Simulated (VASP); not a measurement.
# Sr2BeTe3 (P3m1) in VASP: a series of runs, part 2 of 2

VASP 6.6.1.

## Step 3: Single point, PBE

This run uses another cell than the first one, of 40.68 Å³/atom.

Contents of INCAR:

```
PREC = Accurate ; ENCUT = 520
EDIFF = 1E-6 ; ISMEAR = 0
SIGMA = 0.1 ; LREAL = False
LASPH = True ; NELM = 80
ALGO = Normal ; ISIF = 2
LWAVE = False ; LCHARG = True
GGA = PE ; LELF = True
LVHAR = True ; NBANDS = 29
```

Contents of KPOINTS:

```
Automatic mesh
0
Gamma
  6 6 2
```

Contents of POSCAR:

```
Sr2BeTe3
1.0
    4.7122290964     -0.0000000029      0.0000000000
   -2.3561145457      4.0809101074      0.0000000000
    0.0000000000      0.0000000000     12.6913700830
Sr Be Te
2 1 3
Direct
    0.3333333333      0.6666666667      0.4881287528
    0.6666666667      0.3333333333      0.8648062760
    0.0000000000      0.0000000000      0.1769588319
    0.0000000000      0.0000000000     -0.0129223728
    0.3333333333      0.6666666667      0.2319813451
    0.6666666667      0.3333333333      0.6124554969
```

Potentials or basis: VASP PAW PBE potentials, release 64 (Sr_sv, Be, Te).

The run is started by

```sh
> cat potpaw_PBE.64/Sr_sv/POTCAR potpaw_PBE.64/Be/POTCAR potpaw_PBE.64/Te/POTCAR > POTCAR
> mpirun -np 1 vasp_std > vasp.out
```

OUTCAR:

```text
PREC = Accurate
   ENCUT = 520
   EDIFF = 1E-6
   ISMEAR = 0
   LREAL = False
   LASPH = True
   NELM = 80
   ISIF = 2
   GGA = PE

 ion  position               nearest neighbor table
   1  0.333  0.667  0.488-   6 3.15   6 3.15   6 3.15   5 3.25
   2  0.667  0.333  0.865-   4 3.13   4 3.13   4 3.13   6 3.20
   3  0.000  0.000  0.177-   4 2.41   5 2.81   5 2.81   5 2.81
   4  0.000  0.000  0.987-   3 2.41   2 3.13   2 3.13   2 3.13
   5  0.333  0.667  0.232-   3 2.81   3 2.81   3 2.81   1 3.25
   6  0.667  0.333  0.612-   1 3.15   1 3.15   1 3.15   2 3.20

  LATTYP: Found a hexagonal cell.
 ALAT       =     4.7122290964
 C/A-ratio  =     2.6932837567

  Lattice vectors:

 A1 = (   4.7122290964,  -0.0000000029,   0.0000000000)
 A2 = (  -2.3561145457,   4.0809101074,   0.0000000000)
 A3 = (   0.0000000000,   0.0000000000,  12.6913700830)

Analysis of symmetry for initial positions (statically):
=====================================================================
 Subroutine PRICEL returns:
[... 170 lines left out ...]

 val. band max:        1.5015253267   @ k =   0.0000   0.0000   0.0000
 cond. band min:       2.9789457203   @ k =   0.0000   0.0000   0.0000
 fundamental gap:      1.4774203936
 Fermi energy:         1.9889294692

 k-point     1 :       0.0000    0.0000    0.0000
  band No.  band energies     occupation
      1     -33.1924      2.00000
      2     -33.1336      2.00000
      3     -15.2378      2.00000
      4     -15.2378      2.00000
      5     -15.2321      2.00000
      6     -15.1817      2.00000
[... 437 lines left out ...]
     28       6.5771      0.00000
     29       6.7165      0.00000

------------------------ aborting loop because EDIFF is reached ----------------------------------------

  FORCE on cell =-STRESS in cart. coord.  units (eV):
  Direction    XX          YY          ZZ          XY          YZ          ZX
  --------------------------------------------------------------------------------------
  -------------------------------------------------------------------------------------
  Total       -0.2013398     -0.2013398      0.2025838      0.0000000      0.0000000      0.0000000
  in kB       -1.3217469     -1.3217469      1.3299131      0.0000000      0.0000000      0.0000000
  external PRESSURE =      -0.4378602 kB  Pullay stress =       0.0000000 kB

 VOLUME and BASIS-vectors are now :
 -----------------------------------------------------------------------------
  energy-cutoff  :      520.00
  volume of cell :      244.06
      direct lattice vectors                 reciprocal lattice vectors
     4.712229096 -0.000000003  0.000000000     0.212213791  0.122521689  0.000000000
    -2.356114546  4.080910107  0.000000000     0.000000000  0.245043379  0.000000000
     0.000000000  0.000000000 12.691370083     0.000000000  0.000000000  0.078793699

 POSITION                                       TOTAL-FORCE (eV/Angst)
 -----------------------------------------------------------------------------------
      0.00000      2.72061      6.19502        -0.000000      0.000000      0.028224
      2.35611      1.36030     10.97558         0.000000     -0.000000     -0.042591
      0.00000      0.00000      2.24585         0.000000     -0.000000      0.026202
      0.00000      0.00000     12.52737         0.000000      0.000000     -0.001799
      0.00000      2.72061      2.94416         0.000000      0.000000     -0.031553
      2.35611      1.36030      7.77290         0.000000     -0.000000      0.021517
 -----------------------------------------------------------------------------------
    total drift:                                0.000000     -0.000000      0.001894

  FREE ENERGIE OF THE ION-ELECTRON SYSTEM (eV)
  ---------------------------------------------------
  free  energy   TOTEN  =       -21.6281034394 eV

  energy  without entropy=      -21.6281034394  energy(sigma->0) =      -21.62810344
```

OSZICAR:

```text
N       E                     dE             d eps       ncg     rms          rms(c)
DAV:   1     0.221527220587E+03    0.22153E+03   -0.16006E+04   820   0.111E+03
DAV:   2    -0.147279393250E+01   -0.22300E+03   -0.21640E+03  1002   0.234E+02
DAV:   3    -0.212608592579E+02   -0.19788E+02   -0.19712E+02  1222   0.599E+01
DAV:   4    -0.223246343722E+02   -0.10638E+01   -0.10603E+01  1323   0.130E+01
DAV:   5    -0.223658401230E+02   -0.41206E-01   -0.41203E-01  1179   0.175E+00    0.231E+01
DAV:   6    -0.217150227879E+02    0.65082E+00   -0.98977E-01   950   0.351E+00    0.138E+01
DAV:   7    -0.216197466742E+02    0.95276E-01   -0.12105E+00   979   0.429E+00    0.140E+00
DAV:   8    -0.216212567243E+02   -0.15101E-02   -0.18019E-01  1048   0.146E+00    0.102E+00
DAV:   9    -0.216227485894E+02   -0.14919E-02   -0.96337E-03  1224   0.366E-01    0.765E-01
DAV:  10    -0.216248632821E+02   -0.21147E-02   -0.12992E-03   968   0.174E-01    0.492E-01
DAV:  11    -0.216277396726E+02   -0.28764E-02   -0.37952E-03   952   0.241E-01    0.169E-01
DAV:  12    -0.216277572455E+02   -0.17573E-04   -0.13776E-04  1243   0.429E-02    0.941E-02
DAV:  13    -0.216279029552E+02   -0.14571E-03   -0.64629E-05   952   0.316E-02    0.626E-02
DAV:  14    -0.216280990562E+02   -0.19610E-03   -0.35199E-04   932   0.722E-02    0.294E-02
DAV:  15    -0.216281028884E+02   -0.38323E-05   -0.15142E-05  1088   0.158E-02    0.267E-02
DAV:  16    -0.216281034394E+02   -0.55092E-06   -0.97259E-07   851   0.502E-03
   1 F= -.21628103E+02 E0= -.21628103E+02  d E =-.833711E-13
```

Run time: 3.5 min. Hardware: 1 thread of Oxide Virtual Turin-like, shared host; peak memory 0.36 GiB.

What came out:

* Free energy: -21.6281 eV
* Pressure: 0.0 GPa
* Largest force: 0.043 eV/Å
* Band gap on the k mesh: 1.48 eV

Forces on the atoms (eV/Å):
```
Sr   0.000  0.000  0.028
Sr   0.000  0.000 -0.043
Be   0.000  0.000  0.026
Te   0.000  0.000 -0.002
Te   0.000  0.000 -0.032
Te   0.000  0.000  0.022
```

Caveat: spin-orbit coupling is left out, which moves the levels of the heavy elements. A k mesh can miss the band edges.

## Step 4: Single point, PBE

This run uses another cell than the first one, of 42.24 Å³/atom.

Contents of INCAR:

```
  ALGO = Normal
  EDIFF = 1E-7
  ENCUT = 520
  GGA = PE
  ISIF = 2
  ISMEAR = 0
  LASPH = True
  LCHARG = False
  LREAL = False
  LWAVE = False
  NBANDS = 29
  NELM = 100
  PREC = Accurate
  SIGMA = 0.1
```

Contents of KPOINTS:

```
k-points
0
Gamma
  6 6 2
```

Contents of POSCAR:

```
Sr2BeTe3
1.0
    4.7644881100      0.0000000000      0.0000000000
   -2.3822440500      4.1261677400      0.0000000000
    0.0000000000      0.0000000000     12.8920591500
Sr Be Te
2 1 3
Direct
    0.3333333300      0.6666666700      0.4769883700
    0.6666666700      0.3333333300      0.8647946600
    0.0000000000      0.0000000000      0.1830441600
    0.0000000000      0.0000000000      0.0000000000
    0.3333333300      0.6666666700      0.2243874300
    0.6666666700      0.3333333300      0.6121937100
```

The run is started by

```sh
> cat potpaw_PBE.64/Sr_sv/POTCAR potpaw_PBE.64/Be/POTCAR potpaw_PBE.64/Te/POTCAR > POTCAR
> mpirun -np 1 vasp_std > vasp.out
```

Wall time 3.6 min (1 thread of Oxide Virtual Turin-like, shared host); peak memory 0.35 GiB.

It converged, with:

```yaml
Free_energy: -21.4345 eV
Pressure: -1.4 GPa
Largest_force: 1.043 eV/Å
Band_gap_on_the_k_mesh: 1.11 eV
```

Forces in eV/Å, atoms in the order of the input:
```
Sr   0.000  0.000  0.591
Sr   0.000  0.000  0.385
Be   0.000  0.000 -0.006
Te   0.000  0.000 -1.043
Te   0.000  0.000  0.406
Te   0.000  0.000 -0.332
```

Stress tensor (GPa, compression positive):
```
-1.44  0.00  0.00
 0.00 -1.44  0.00
 0.00  0.00 -1.22
```

Levels at points of the mesh, in eV from the valence-band top:
```tsv
k point	band 16	band 17	band 18	band 19	band 20	band 21	band 22	band 23	band 24	band 25
(0.00, 0.00, 0.00)	-0.55	-0.17	-0.17	0.00	0.00	1.11	2.46	2.93	3.54	3.54
(0.50, 0.00, 0.00)	-1.41	-1.10	-0.39	-0.36	-0.16	1.98	2.52	2.99	3.12	3.65
(0.00, 0.00, 0.50)	-0.75	-0.13	-0.13	-0.04	-0.04	1.31	2.23	3.32	3.51	3.51
(0.50, 0.00, 0.50)	-1.37	-1.15	-0.39	-0.32	-0.13	2.00	2.44	2.91	3.22	3.67
```

Caveat: spin-orbit coupling is left out, which moves the levels of the heavy elements; forces of over 1 eV/Å act on the atoms, so gaps and moduli don't describe the material at rest. A k mesh can miss the band edges.

## Step 5: The runs side by side

| cell | smearing | gap on the mesh (eV) | pressure (GPa) | largest force (eV/Å) |
| --- | --- | --- | --- | --- |
| a = 4.680, b = 4.680, c = 12.741 Å, angles 90.0, 90.0, 120.0°, 6 atoms, atomic positions A | gaussian 0.02 eV | 1.48 | 0.1 | 0.01 |
| a = 4.712, b = 4.712, c = 12.691 Å, angles 90.0, 90.0, 120.0°, 6 atoms, atomic positions B | gaussian 0.1 eV | 1.48 | 0.0 | 0.04 |
| a = 4.764, b = 4.764, c = 12.892 Å, angles 90.0, 90.0, 120.0°, 6 atoms, atomic positions C | gaussian 0.1 eV | 1.11 | -1.4 | 1.04 |

Alike in all rows: task single point; level PBE; potentials or basis VASP PAW PBE potentials, release 64 (Sr_sv, Be, Te); no spin polarisation; k mesh 6 × 6 × 2; cutoff (eV) 520.

Caveats: spin-orbit coupling is left out, which moves the levels of the heavy elements; forces of over 1 eV/Å act on the atoms, so gaps and moduli don't describe the material at rest (at least some runs).

Total energies depend on the potentials used, so only differences within one code and one set of settings carry meaning.
